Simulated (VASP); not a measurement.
Wanted: the native input for a VASP 6.6.1 run.

* Task: single point
* Functional: r2SCAN
* Potentials or basis: VASP PAW PBE potentials, release 64 (Hf_pv, B)
* Cutoff: 520 eV
* k mesh: 10 × 10 × 8
* Occupations: methfessel-paxton, width 0.1 eV
* Spin: no spin polarisation
* Dipole correction: no
* Further INCAR settings: ALGO = Normal; EDIFF = 1e-06; NBANDS = 15

HfB2:

```
CELL_PARAMETERS angstrom
3.11893 0.00000 0.00000
-1.55946 2.70107 0.00000
0.00000 0.00000 3.45664
ATOMIC_POSITIONS crystal
Hf 0.00000 0.00000 0.00000
B 0.33333 0.66667 0.50000
B 0.66667 0.33333 0.50000
```

The input as run:

POSCAR

```
HfB2
1.0
    3.1189255395      0.0000000000      0.0000000000
   -1.5594627698      2.7010689803      0.0000000000
    0.0000000000      0.0000000000      3.4566435916
Hf B
1 2
Direct
    0.0000000000      0.0000000000      0.0000000000
    0.3333333333      0.6666666667      0.5000000000
    0.6666666667      0.3333333333      0.5000000000
```

INCAR.step1

```
SYSTEM = HfB2
  PREC = Accurate
  ENCUT = 520
  ISMEAR = 1
  SIGMA = 0.1
  LREAL = .FALSE.
  LASPH = .TRUE.
  NELM = 60
  NBANDS = 15
  GGA = PE
  ALGO = Normal
  EDIFF = 1E-4
  LWAVE = .TRUE.
  LCHARG = .FALSE.
```

INCAR.step2

```
SYSTEM = HfB2
  PREC = Accurate
  ENCUT = 520
  EDIFF = 1E-6
  ISMEAR = 1
  SIGMA = 0.1
  LREAL = .FALSE.
  LASPH = .TRUE.
  NELM = 60
  ALGO = Normal
  ISIF = 2
  LWAVE = .FALSE.
  LCHARG = .FALSE.
  METAGGA = R2SCAN
  LMIXTAU = .TRUE.
  NBANDS = 15
  ISTART = 1
```

KPOINTS

```
regular mesh
0
G
  10 10 8
  0 0 0
```

Potentials or basis: VASP PAW PBE potentials, release 64 (Hf_pv, B).

Launch:

```sh
$ cat potpaw_PBE.64/Hf_pv/POTCAR potpaw_PBE.64/B/POTCAR > POTCAR
$ cp INCAR.step1 INCAR
$ mpirun -np 1 vasp_std > vasp.out
$ cp INCAR.step2 INCAR
$ mpirun -np 1 vasp_std > vasp.out
```

Results of the run:

- Pressure: 4.2 GPa
- Band gap on the k mesh: zero (bands 8 and 9 overlap by 0.89 eV)

Caveat: the cell stands under pressure; the PAW data sets were made with another functional, which shifts forces and pressure a little; spin-orbit coupling is left out, which moves the levels of the heavy elements.

Wall time 2.3 min on 1 thread of Intel Xeon 8259CL, on a shared host, peak memory 0.17 GiB.
